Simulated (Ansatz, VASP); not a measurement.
**Two plane-wave programs on ZrS4**

```xyz
5
Lattice="4.9605 0.0000 0.0000 0.0000 4.9605 0.0000 0.0000 0.0000 4.9605" Properties=species:S:1:pos:R:3 pbc="T T T"
Zr    2.4802    2.4802    2.4802
S     0.0000    2.4802    2.4802
S     2.4802    0.0000    2.4802
S     2.4802    2.4802    0.0000
S     0.0000    0.0000    0.0000
```

Alike in both runs: functional PBE; k mesh 4 × 4 × 4; occupations gaussian, width 0.1 eV; no spin polarisation.

Ansatz relaxed the structure, and its values are those at the end. VASP's run is a single point on that final structure, the one shown.

|  | VASP | Ansatz |
| --- | --- | --- |
| version | VASP 6.6.1 | Ansatz 0.2.0 |
| potentials or method | VASP PAW PBE potentials, release 64 (Zr_sv, S), cutoff 520 eV | scalar-relativistic, plane waves, PAW |
| valence electrons in the cell | 36 | 36 |

|  | VASP | Ansatz | Ansatz less VASP |
| --- | --- | --- | --- |
| gap on the k mesh at the Fermi level (eV) | none | none | - |
| pressure (GPa) | 0.0 | 0.0 | +0.03 |

A gap of «none» marks a metal or a gap that the smearing closes.
